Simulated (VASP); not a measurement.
Input of a VASP 6.6.1 run:

INCAR

```
SYSTEM = ZrC
PREC = Accurate
ENCUT = 520
EDIFF = 1E-6
ISMEAR = 0
SIGMA = 0.05
LREAL = .FALSE.
LASPH = .TRUE.
NELM = 60
ALGO = Normal
ISIF = 2
LWAVE = .FALSE.
LCHARG = .FALSE.
GGA = PE
NBANDS = 24
```

The input KPOINTS:

```
regular mesh
0
G
  8 8 12
  0 0 0
```

Contents of POSCAR:

```
ZrC
1.0
    4.2425692316      0.0000000000      0.0000000000
    0.0000000000      4.2425692316      0.0000000000
    0.0000000000      0.0000000000      3.1123587551
Zr C
2 2
Direct
    0.5000000000      0.0000000000      0.2282707802
    0.0047141246      0.5000000000      0.7717292198
    0.0000000000      0.0000000000      0.0000000000
    0.5000000000      0.5000000000      0.0000000000
```

Potentials or basis: VASP PAW PBE potentials, release 64 (Zr_sv, C).

Run with:

```bash
$ cat potpaw_PBE.64/Zr_sv/POTCAR potpaw_PBE.64/C/POTCAR > POTCAR
$ mpirun -np 1 vasp_std > vasp.out
```

Predict the largest force.

0.255 eV/Å.

What does it give for the pressure?

0.2 GPa.

Stress tensor (GPa, compression positive):
```
0.28 0.00 0.36
0.00 0.24 0.00
0.36 0.00 0.10
```

Caveat: the cell differs from its parent crystal (atom 2 (Zr) moved 0.02 Å along x).
